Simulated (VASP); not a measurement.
# Ga2SnO3 (P6/mmm) in VASP: a series of runs

Runs on Ga2SnO3. Level: PBE. Tasks: single point, relaxation of cell and atoms.

All numbers are computed with VASP 6.6.1; they aren't measurements. Logs are shortened: lines on timing, memory, paths and dates and some standing lists are left out, and cuts for length are marked.

## 1. The cell of the first run

It takes space group P6/mmm (No. 191, hexagonal). Conventional cell: a = 5.666 Å, b = 5.666 Å, c = 2.821 Å, α = 90.00°, β = 90.00°, γ = 120.00°. Ga (site symmetry -6m2) has 6 O at 2.16 Å and 2 Ga at 2.82 Å within 2.9 Å. Within 3.7 Å of Sn (site symmetry 6/mmm) lie 2 Sn at 2.82 Å and 12 O at 3.16 Å and 6 Ga at 3.27 Å. Within 2.9 Å of O (site symmetry mmm) lie 4 Ga at 2.16 Å and 6 O at 2.82 to 2.83 Å.

## 2. Single point, PBE

INCAR

```
ALGO = Normal
EDIFF = 1E-6
ENCUT = 520
GGA = PE
ISIF = 2
ISMEAR = 0
LASPH = True
LCHARG = False
LREAL = False
LWAVE = False
NBANDS = 38
NELM = 60
PREC = Accurate
SIGMA = 0.1
```

KPOINTS

```
k-points
0
Gamma
  6 6 6
```

POSCAR

```
Ga2SnO3
1.0
    5.6657441775      0.0000000000      0.0000000000
   -2.8328720888      4.9066783891      0.0000000000
    0.0000000000      0.0000000000      2.8208304025
Ga Sn O
2 1 3
Direct
    0.3333333333      0.6666666667      0.0000000000
    0.6666666667      0.3333333333      0.0000000000
    0.0000000000      0.0000000000      0.0000000000
    0.5000000000      0.0000000000      0.5000000000
    0.5000000000      0.5000000000      0.5000000000
    0.0000000000      0.5000000000      0.5000000000
```

Potentials or basis: VASP PAW PBE potentials, release 64 (Ga_d, Sn_d, O).

Started as:

```sh
$ cat potpaw_PBE.64/Ga_d/POTCAR potpaw_PBE.64/Sn_d/POTCAR potpaw_PBE.64/O/POTCAR > POTCAR
$ mpirun -np 1 vasp_std > vasp.out
```

OUTCAR:

```text
EDIFF = 1E-6
   ENCUT = 520
   GGA = PE
   ISIF = 2
   ISMEAR = 0
   LASPH = True
   LREAL = False
   NELM = 60
   PREC = Accurate

 ion  position               nearest neighbor table
   1  0.333  0.667  0.000-   6 2.16   6 2.16   4 2.16   4 2.16   5 2.16   5 2.16   3 3.27   3 3.27
                             3 3.27
   2  0.667  0.333  0.000-   6 2.16   6 2.16   4 2.16   4 2.16   5 2.16   5 2.16   3 3.27   3 3.27
                             3 3.27
   3  0.000  0.000  0.000-   1 3.27   2 3.27   2 3.27   1 3.27   2 3.27   1 3.27
   4  0.500  0.000  0.500-   1 2.16   2 2.16   1 2.16   2 2.16
   5  0.500  0.500  0.500-   1 2.16   2 2.16   1 2.16   2 2.16
   6  0.000  0.500  0.500-   1 2.16   2 2.16   1 2.16   2 2.16

  LATTYP: Found a hexagonal cell.
 ALAT       =     5.6657441775
 C/A-ratio  =     0.4978746506

  Lattice vectors:

 A1 = (   5.6657441775,   0.0000000000,   0.0000000000)
 A2 = (  -2.8328720888,   4.9066783891,   0.0000000000)
 A3 = (   0.0000000000,   0.0000000000,   2.8208304025)

Analysis of symmetry for initial positions (statically):
=====================================================================
 Subroutine PRICEL returns:
 Original cell was already a primitive cell.

 Routine SETGRP: Setting up the symmetry group for a
 hexagonal supercell.

 Subroutine GETGRP returns: Found 24 space group operations
 (whereof 24 operations were pure point group operations)
 out of a pool of 24 trial point group operations.

The static configuration has the point symmetry D_6h.

Analysis of symmetry for dynamics (positions and initial velocities):
=====================================================================
 Subroutine PRICEL returns:
 Original cell was already a primitive cell.

 Routine SETGRP: Setting up the symmetry group for a
 hexagonal supercell.

 Subroutine GETGRP returns: Found 24 space group operations
 (whereof 24 operations were pure point group operations)
 out of a pool of 24 trial point group operations.

The dynamic configuration has the point symmetry D_6h.

 Subroutine INISYM returns: Found 24 space group operations
 (whereof 24 operations are pure point group operations),
 and found     1 'primitive' translations

----------------------------------------------------------------------------------------

                                     Primitive cell

  volume of cell :      78.4190

[... 98 lines left out ...]
   EDIFFG = 0.1E-04   stopping-criterion for IOM
   NSW    =      0    number of steps for IOM
   IBRION =     -1    ionic relax: 0-MD 1-quasi-New 2-CG
   NFREE  =      0    steps in history (QN), initial steepest desc. (CG)
   ISIF   =      2    stress and relaxation
   ISYM   =      2    0-nonsym 1-usesym 2-fastsym
   POTIM  = 0.5000    time-step for ionic-motion
   TEBEG  =    0.0;   TEEND  =   0.0 temperature during run
   PSTRESS=    0.0 pullay stress
   NELECT =      58.0000    total number of electrons
   NUPDOWN=      -1.0000    fix difference up-down
   EMIN   =  10.00;   EMAX   =-10.00  energy-range for DOS
   EFERMI =   0.00;   METHOD = LEGACY
   ISMEAR =     0;   SIGMA  =   0.10  broadening in eV -4-tet -1-fermi 0-gaus
   EFERMI_NEDOS =   21; number of points for ismear=-14 and -15
   IALGO  =     38    algorithm
   IMIX   =      4    mixing-type and parameters
     AMIX     =   0.40;   BMIX     =  1.00
     AMIX_MAG =   1.60;   BMIX_MAG =  1.00
  volume/ion in A,a.u.               =      13.07        88.20
  Fermi-wavevector in a.u.,A,eV,Ry     =   1.480507  2.797752 29.822603  2.191900
  Thomas-Fermi vector in A             =   2.594532
   LORBIT       =      0    0 simple, 1 ext, 2 COOP (PROOUT), +10 PAW based schemes
   GGA     = PE    functional components
   LHFCALC =     F    Hartree Fock is set to
   AEXX    =    0.0000 exact exchange contribution
   IVDW    =     0    specifies the selected vdW correction
   LEPSILON=     F    determine dielectric tensor
   LRPA    =     F    only Hartree local field effects (RPA)
 non-spin polarized calculation
 Gauss-broadening in eV      SIGMA  =   0.10
  energy-cutoff  :      520.00
  volume of cell :       78.42
 maximum number of plane-waves:      2146
   NGX = 21   NGY = 21   NGZ = 11

 number of electron      57.9999990 magnetization

 Free energy of the ion-electron system (eV)
  ---------------------------------------------------
  ext. energy  EPLUGINS =         0.00000000
  ---------------------------------------------------
  free energy    TOTEN  =       -29.31053150 eV

  energy without entropy =      -29.29385802  energy(sigma->0) =      -29.30219476

 E-fermi :   7.4850     XC(G=0): -11.4744

 val. band max:        7.4489456386   @ k =   0.1667   0.1667   0.3333
 cond. band min:       7.4900394101   @ k =   0.5000   0.0000   0.5000
 fundamental gap:      0.0410937715
 Fermi energy:         7.4849738918

 k-point     1 :       0.0000    0.0000    0.0000
  band No.  band energies     occupation
      1     -15.2851      2.00000
      2     -15.0276      2.00000
      3     -15.0276      2.00000
      4     -14.7980      2.00000
      5     -14.7980      2.00000
      6     -12.8168      2.00000
[... 973 lines left out ...]
     37      14.9702      0.00000
     38      15.6374      0.00000

 [... further k-points ...]

------------------------ aborting loop because EDIFF is reached ----------------------------------------

  FORCE on cell =-STRESS in cart. coord.  units (eV):
  Direction    XX          YY          ZZ          XY          YZ          ZX
  --------------------------------------------------------------------------------------
  -------------------------------------------------------------------------------------
  Total        0.0366762      0.0366762      0.0849526     -0.0000000      0.0000000      0.0000000
  in kB        0.7493299      0.7493299      1.7356637     -0.0000000      0.0000000      0.0000000
  external PRESSURE =       1.0781078 kB  Pullay stress =       0.0000000 kB

 VOLUME and BASIS-vectors are now :
 -----------------------------------------------------------------------------
  energy-cutoff  :      520.00
  volume of cell :       78.42
      direct lattice vectors                 reciprocal lattice vectors
     5.665744177  0.000000000  0.000000000     0.176499321  0.101901930  0.000000000
    -2.832872089  4.906678389  0.000000000     0.000000000  0.203803861  0.000000000
     0.000000000  0.000000000  2.820830402     0.000000000  0.000000000  0.354505538

 POSITION                                       TOTAL-FORCE (eV/Angst)
 -----------------------------------------------------------------------------------
     -0.00000      3.27112      0.00000        -0.000000      0.000000      0.000000
      2.83287      1.63556      0.00000         0.000000     -0.000000     -0.000000
      0.00000      0.00000      0.00000        -0.000000      0.000000      0.000000
      2.83287      0.00000      1.41042        -0.000000      0.000000      0.000000
      1.41644      2.45334      1.41042        -0.000000      0.000000      0.000000
     -1.41644      2.45334      1.41042        -0.000000      0.000000      0.000000
 -----------------------------------------------------------------------------------
    total drift:                               -0.000000      0.000000      0.000000

  FREE ENERGIE OF THE ION-ELECTRON SYSTEM (eV)
  ---------------------------------------------------
  free  energy   TOTEN  =       -29.3105315028 eV

  energy  without entropy=      -29.2938580211  energy(sigma->0) =      -29.30219476
```

Wall time 58 s (1 thread of AMD EPYC 9R45 (Zen 5), shared host); peak memory 0.21 GiB.

Results:

```yaml
Free_energy: -29.3105 eV
Pressure: 0.1 GPa
Band_gap_on_the_k_mesh: zero (band 29 reaches 7.75 eV, above the bottom of band 30 at 5.45 eV)
```

Levels at points of the mesh, in eV from the Fermi level:
```
           k point  band 25  band 26  band 27  band 28  band 29  band 30  band 31  band 32  band 33  band 34
(0.00, 0.00, 0.00)    -3.57    -2.91    -2.84    -2.84    -2.20     1.32     1.32     3.03     3.03     4.29
(0.50, 0.00, 0.00)    -3.57    -3.23    -3.14    -2.84    -1.99     0.53     1.59     1.77     6.18     6.50
(0.00, 0.00, 0.50)    -3.87    -3.33    -2.84    -2.84    -2.46    -2.03     0.07     0.07     3.75     4.46
(0.50, 0.00, 0.50)    -4.53    -3.61    -3.60    -2.69    -1.68     0.01     1.22     1.51     3.27     4.97
```

Caveat: the k points lie up to 0.37 Å⁻¹ apart; spin-orbit coupling is left out, which moves the levels of the heavy elements.

## 3. Single point, PBE

This run uses another cell than the first one, of 15.04 Å³/atom, 1.151 times its volume.

INCAR

```
PREC = Accurate
ENCUT = 520
EDIFF = 1E-6
ISMEAR = 0
SIGMA = 0.1
LREAL = False
LASPH = True
NELM = 60
ALGO = Normal
ISIF = 2
LWAVE = False
LCHARG = False
GGA = PE
NBANDS = 38
```

KPOINTS

```
Automatic mesh
0
Gamma
  6 6 6
```

POSCAR

```
Ga2SnO3
1.0
    5.7277031200      0.0000000000      0.0000000000
   -2.8638515600      4.9603364100      0.0000000000
    0.0000000000      0.0000000000      3.1760897700
Ga Sn O
2 1 3
Direct
    0.3333333300      0.6666666700      0.0000000000
    0.6666666700      0.3333333300      0.0000000000
    0.0000000000      0.0000000000      0.0000000000
    0.5000000000      0.0000000000      0.5000000000
    0.5000000000      0.5000000000      0.5000000000
    0.0000000000      0.5000000000      0.5000000000
```

Potentials or basis: VASP PAW PBE potentials, release 64 (Ga_d, Sn_d, O).

Started as:

```sh
$ cat potpaw_PBE.64/Ga_d/POTCAR potpaw_PBE.64/Sn_d/POTCAR potpaw_PBE.64/O/POTCAR > POTCAR
$ mpirun -np 1 vasp_std > vasp.out
```

OUTCAR:

```text
PREC = Accurate
   ENCUT = 520
   EDIFF = 1E-6
   ISMEAR = 0
   LREAL = False
   LASPH = True
   NELM = 60
   ISIF = 2
   GGA = PE

 ion  position               nearest neighbor table
   1  0.333  0.667  0.000-   6 2.29   6 2.29   4 2.29   4 2.29   5 2.29   5 2.29   3 3.31   3 3.31
                             3 3.31
   2  0.667  0.333  0.000-   6 2.29   6 2.29   4 2.29   4 2.29   5 2.29   5 2.29   3 3.31   3 3.31
                             3 3.31
   3  0.000  0.000  0.000-   1 3.31   2 3.31   2 3.31   1 3.31   2 3.31   1 3.31
   4  0.500  0.000  0.500-   1 2.29   2 2.29   1 2.29   2 2.29
   5  0.500  0.500  0.500-   1 2.29   2 2.29   1 2.29   2 2.29
   6  0.000  0.500  0.500-   1 2.29   2 2.29   1 2.29   2 2.29

  LATTYP: Found a hexagonal cell.
 ALAT       =     5.7277031200
 C/A-ratio  =     0.5545136861

  Lattice vectors:

 A1 = (   5.7277031200,   0.0000000000,   0.0000000000)
 A2 = (  -2.8638515600,   4.9603364100,   0.0000000000)
 A3 = (   0.0000000000,   0.0000000000,   3.1760897700)

Analysis of symmetry for initial positions (statically):
=====================================================================
 Subroutine PRICEL returns:
[... 184 lines left out ...]
 fundamental gap:      0.0162001700
 Fermi energy:         5.4214801042

 k-point     1 :       0.0000    0.0000    0.0000
  band No.  band energies     occupation
      1     -16.8109      2.00000
      2     -16.8109      2.00000
      3     -16.7970      2.00000
      4     -16.6446      2.00000
      5     -16.6446      2.00000
      6     -13.1753      2.00000
[... 973 lines left out ...]
     37      13.0979      0.00000
     38      13.4519      0.00000

 [... further k-points ...]

------------------------ aborting loop because EDIFF is reached ----------------------------------------

  FORCE on cell =-STRESS in cart. coord.  units (eV):
  Direction    XX          YY          ZZ          XY          YZ          ZX
  --------------------------------------------------------------------------------------
  -------------------------------------------------------------------------------------
  Total       -2.3842046     -2.3842046    -16.6502996      0.0000000      0.0000000      0.0000000
  in kB      -42.3320901    -42.3320902   -295.6298168      0.0000000      0.0000000      0.0000000
  external PRESSURE =    -126.7646657 kB  Pullay stress =       0.0000000 kB

 VOLUME and BASIS-vectors are now :
 -----------------------------------------------------------------------------
  energy-cutoff  :      520.00
  volume of cell :       90.24
      direct lattice vectors                 reciprocal lattice vectors
     5.727703120  0.000000000  0.000000000     0.174590055  0.100799615  0.000000000
    -2.863851560  4.960336410  0.000000000     0.000000000  0.201599230  0.000000000
     0.000000000  0.000000000  3.176089770     0.000000000  0.000000000  0.314852562

 POSITION                                       TOTAL-FORCE (eV/Angst)
 -----------------------------------------------------------------------------------
     -0.00000      3.30689      0.00000         0.000000     -0.000000      0.000000
      2.86385      1.65345      0.00000        -0.000000      0.000000      0.000000
      0.00000      0.00000      0.00000         0.000000      0.000000      0.000000
      2.86385      0.00000      1.58804         0.000000      0.000000      0.000000
      1.43193      2.48017      1.58804         0.000000      0.000000      0.000000
     -1.43193      2.48017      1.58804         0.000000      0.000000      0.000000
 -----------------------------------------------------------------------------------
    total drift:                               -0.000000      0.000000     -0.000000

  FREE ENERGIE OF THE ION-ELECTRON SYSTEM (eV)
  ---------------------------------------------------
  free  energy   TOTEN  =       -28.2477371808 eV

  energy  without entropy=      -28.2339631967  energy(sigma->0) =      -28.24085019
```

stdout:

```text
POSCAR found type information on POSCAR GaSnO
 POSCAR found :  3 types and       6 ions
 scaLAPACK will be used
 LDA part: xc-table for (Slater+PW92), standard interpolation
 POSCAR, INCAR and KPOINTS ok, starting setup
 FFT: planning ... GRIDC
 FFT: planning ... GRID_SOFT
 FFT: planning ... GRID
 WAVECAR not read
 entering main loop
```

Run time: 66 s. Hardware: 1 thread of AMD EPYC 9R45 (Zen 5), shared host; peak memory 0.23 GiB.

What came out:

```yaml
Free_energy: -28.2477 eV
Pressure: -12.7 GPa
Band_gap_on_the_k_mesh: zero (band 29 reaches 5.90 eV, above the bottom of band 30 at 3.96 eV)
```

Stress tensor (GPa, compression positive):
```
 -4.23   0.00   0.00
  0.00  -4.23   0.00
  0.00   0.00 -29.56
```

Levels at points of the mesh, in eV from the Fermi level:
```tsv
k point	band 25	band 26	band 27	band 28	band 29	band 30	band 31	band 32	band 33	band 34
(0.00, 0.00, 0.00)	-2.38	-2.38	-2.07	-2.07	-1.69	1.68	1.68	2.66	2.66	3.25
(0.50, 0.00, 0.00)	-2.82	-2.42	-2.38	-1.83	-1.69	0.83	1.02	2.04	5.58	5.65
(0.00, 0.00, 0.50)	-3.38	-2.13	-2.07	-1.64	-1.64	-1.46	0.04	0.04	3.40	4.77
(0.50, 0.00, 0.50)	-3.67	-2.58	-2.47	-1.57	-0.52	0.00	1.08	1.32	3.00	5.04
```

Caveat: spin-orbit coupling is left out, which moves the levels of the heavy elements.

## 4. Relaxation of cell and atoms, PBE

This run uses another cell than the first one, of 15.04 Å³/atom, 1.151 times its volume.

INCAR

```
SYSTEM = Ga2SnO3
PREC = Accurate ; ENCUT = 600
EDIFF = 1E-6 ; ISMEAR = 0
SIGMA = 0.1 ; LREAL = .FALSE.
LASPH = .TRUE. ; NELM = 80
ALGO = Normal ; ISIF = 3
LWAVE = .FALSE. ; LCHARG = .FALSE.
GGA = PE ; IBRION = 2
NSW = 90 ; EDIFFG = -0.04
```

KPOINTS

```
regular mesh
0
G
  6 6 6
  0 0 0
```

POSCAR is that of step 3.

Started as:

```sh
$ cat potpaw_PBE.64/Ga_d/POTCAR potpaw_PBE.64/Sn_d/POTCAR potpaw_PBE.64/O/POTCAR > POTCAR
$ mpirun -np 1 vasp_std > vasp.out
```

It took 5.7 min on 1 thread of AMD EPYC 9R45 (Zen 5), shared host; peak memory 0.29 GiB.

Results (log left out):

| Item | Value |
| --- | --- |
| Free energy | -29.3362 eV |
| Relaxed volume | 13.06 Å³/atom |
| Relaxed cell | a = 5.663 Å, b = 5.663 Å, c = 2.820 Å, α = 90.00°, β = 90.00°, γ = 120.00° |
| Space group after relaxing (to 0.05 Å) | P6/mmm (No. 191) |
| Energy gained by relaxing | 180.7 meV/atom |
| Ionic steps | 7 |
| Pressure after relaxing | 0.1 GPa |
| Band gap on the k mesh | zero (band 29 reaches 7.76 eV, above the bottom of band 30 at 5.47 eV) |

Stress tensor (GPa, compression positive):
```
0.08 0.00 0.00
0.00 0.08 0.00
0.00 0.00 0.22
```

Step by step:
```tsv
step	energy change (eV)	largest force (eV/Å)	pressure (GPa)	volume (Å³)
1	0.0000	0.0000	-12.78	90.24
2	-1.0093	0.0000	5.85	75.07
3	-1.0807	0.0000	0.98	77.66
4	-1.0808	0.0000	0.53	77.90
5	-1.0838	0.0000	-0.16	78.47
6	-1.0839	0.0000	-0.23	78.52
7	-1.0840	0.0000	0.13	78.34
```

Final structure:
```
Ga Sn O
1.0
     5.66319    0.00000    0.00000
    -2.83159    4.90446    0.00000
     0.00000    0.00000    2.82036
Ga Sn O
2 1 3
Direct
  0.33333 0.66667 0.00000
  0.66667 0.33333 0.00000
  0.00000 0.00000 0.00000
  0.50000 0.00000 0.50000
  0.50000 0.50000 0.50000
  0.00000 0.50000 0.50000
```

Levels at points of the mesh, in eV from the Fermi level:
```tsv
k point	band 26	band 27	band 28	band 29	band 30	band 31	band 32	band 33
(0.00, 0.00, 0.00)	-2.91	-2.85	-2.85	-2.19	1.32	1.32	3.03	3.03
(0.50, 0.00, 0.00)	-3.24	-3.14	-2.85	-1.99	0.53	1.59	1.78	6.19
(0.00, 0.00, 0.50)	-3.33	-2.84	-2.84	-2.46	-2.03	0.07	0.07	3.75
(0.50, 0.00, 0.50)	-3.62	-3.60	-2.69	-1.68	0.01	1.22	1.51	3.27
```

Caveat: spin-orbit coupling is left out, which moves the levels of the heavy elements.

## 5. Single point, PBE

This run uses another cell than the first one, of 13.02 Å³/atom, 0.996 times its volume.

INCAR

```
  PREC = Accurate
  ENCUT = 520
  EDIFF = 1E-6
  ISMEAR = 0
  SIGMA = 0.1
  LREAL = F
  LASPH = T
  NELM = 100
  ALGO = Normal
  ISIF = 2
  LWAVE = F
  LCHARG = F
  GGA = PE
  NBANDS = 38
```

KPOINTS

```
Automatic mesh
0
Gamma
  12 12 14
```

POSCAR

```
Ga2SnO3
1.0
    5.6530247018      0.0000000000      0.0000000000
   -2.8265123509      4.8956630000      0.0000000000
    0.0000000000      0.0000000000      2.8216730007
Ga Sn O
2 1 3
Direct
    0.3333333333      0.6666666667      0.0000000000
    0.6666666667      0.3333333333      0.0000000000
    0.0000000000      0.0000000000      0.0000000000
    0.5000000000      0.0000000000      0.5000000000
    0.5000000000      0.5000000000      0.5000000000
    0.0000000000      0.5000000000      0.5000000000
```

Started as:

```sh
$ cat potpaw_PBE.64/Ga_d/POTCAR potpaw_PBE.64/Sn_d/POTCAR potpaw_PBE.64/O/POTCAR > POTCAR
$ mpirun -np 1 vasp_std > vasp.out
```

Wall time 4.5 min (1 thread of AMD EPYC 9R45 (Zen 5), shared host); peak memory 0.46 GiB.

The run converged. Its results:

```yaml
Free_energy: -29.4716 eV
Pressure: 0.4 GPa
Band_gap_on_the_k_mesh: zero (band 29 reaches 8.32 eV, above the bottom of band 30 at 5.41 eV)
```

Stress tensor (GPa, compression positive):
```
0.32 0.00 0.00
0.00 0.32 0.00
0.00 0.00 0.57
```

Levels at points of the mesh, in eV from the Fermi level:
```
           k point  band 26  band 27  band 28  band 29  band 30  band 31  band 32  band 33
(0.00, 0.00, 0.00)    -3.02    -3.00    -3.00    -2.28     1.37     1.37     2.95     2.95
(0.50, 0.00, 0.00)    -3.39    -3.25    -3.00    -2.00     0.55     1.59     1.67     6.14
(0.00, 0.00, 0.50)    -3.05    -2.97    -2.97    -2.57    -2.15     0.06     0.06     3.67
(0.50, 0.00, 0.50)    -3.73    -3.72    -2.81    -1.52    -0.11     1.23     1.43     3.29
```

Caveat: spin-orbit coupling is left out, which moves the levels of the heavy elements.

## 6. Summary

```tsv
task	cell	k mesh	cutoff (eV)	gap on the mesh (eV)	pressure (GPa)
single point	a = 5.666, b = 5.666, c = 2.821 Å, angles 90.0, 90.0, 120.0°, 6 atoms	6 × 6 × 6	520	none	0.1
single point	a = 5.728, b = 5.728, c = 3.176 Å, angles 90.0, 90.0, 120.0°, 6 atoms	6 × 6 × 6	520	none	-12.7
relaxation of cell and atoms	relaxed from a = 5.728, b = 5.728, c = 3.176 Å, angles 90.0, 90.0, 120.0°, 6 atoms	6 × 6 × 6	600	none	0.1
single point	a = 5.653, b = 5.653, c = 2.822 Å, angles 90.0, 90.0, 120.0°, 6 atoms	12 × 12 × 14	520	none	0.4
```

Alike in all rows: level PBE; potentials or basis VASP PAW PBE potentials, release 64 (Ga_d, Sn_d, O); no spin polarisation; smearing gaussian 0.1 eV.

Caveats: some runs use coarse meshes; spin-orbit coupling is left out, which moves the levels of the heavy elements.

Total energies depend on the potentials used, so only differences within one code and one set of settings carry meaning.
